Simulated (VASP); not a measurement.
Set up this calculation in VASP 6.6.1, as the native input.

```
Task                   : single point
Functional             : PBE
Potentials or basis    : VASP PAW PBE potentials, release 64 (Mg, Cl, K_sv, Na_pv)
Cutoff                 : 520 eV
k mesh                 : 1 × 1 × 1
Occupations            : fermi-dirac, width 0.1379 eV
Spin                   : no spin polarisation
Dipole correction      : no
Further INCAR settings : LREAL = Auto; ALGO = Normal; EDIFF = 1e-07; NBANDS = 86; ISYM = 0
```

The structure of K7NaMgCl10 lies in POSCAR:

```
K7NaMgCl10
1.0
    8.9716240000      0.2219080000     -0.0252420000
    0.2219080000      8.8394450000     -0.1974920000
   -0.0252420000     -0.1974920000      8.4038290000
Mg Cl K Na
1 10 7 1
Direct
    0.4276359031      0.7140838608      0.3320835342
    0.1429207169      0.8879773692      0.9015219171
    0.6943108446      0.1698870943      0.8538206973
    0.6626651659      0.7119583398      0.3004895829
    0.4862612548      0.2250359819      0.1381597618
    0.0398496037      1.0320237170      0.3249338262
    0.3578356069     -0.0016407638      0.3902393122
    0.8873215175      0.6982556573      0.5513247207
    0.9105588324      0.5244949582      0.0175937521
    1.0251791876      0.3226613459      0.5434330717
    0.2871194135      0.5667444267      0.1827328898
    0.1682239245      0.2745844331     -0.0416258426
    0.5321521998      0.4446574912      0.8811307183
    0.7005143143      1.0814734857      0.5301740128
    0.4417266566      0.9060636689      0.0484609326
    0.8461207214      0.3782243282      0.2758091649
    0.3105944362      0.3595579231      0.4323459982
    0.8470046353      0.8843845868      0.0063041468
    0.0849308826     -0.0543786250      0.5781195074
```

One way to write it, as run:

INCAR

```
SYSTEM = K7NaMgCl10
PREC = Accurate
ENCUT = 520
EDIFF = 1E-7
ISMEAR = -1
SIGMA = 0.1379
LREAL = Auto
LASPH = .TRUE.
NELM = 60
ALGO = Normal
ISIF = 2
LWAVE = .FALSE.
LCHARG = .FALSE.
GGA = PE
ISYM = 0
NBANDS = 86
```

KPOINTS

```
regular mesh
0
G
  1 1 1
  0 0 0
```

Potentials or basis: VASP PAW PBE potentials, release 64 (Mg, Cl, K_sv, Na_pv).

Launch:

```console
$ cat potpaw_PBE.64/Mg/POTCAR potpaw_PBE.64/Cl/POTCAR potpaw_PBE.64/K_sv/POTCAR potpaw_PBE.64/Na_pv/POTCAR > POTCAR
$ mpirun -np 1 vasp_gam > vasp.out
```

It gave:

| Property | Result |
| --- | --- |
| Pressure | 2.1 GPa |
| Largest force | 2.813 eV/Å |
| Band gap on the k mesh | 0.94 eV |

Caveat: the k points lie up to 0.75 Å⁻¹ apart.

Run time: 97 s on 1 thread of Intel(R) Xeon(R) Platinum 8488C (Sapphire Rapids), on a shared host, peak memory 0.62 GiB.
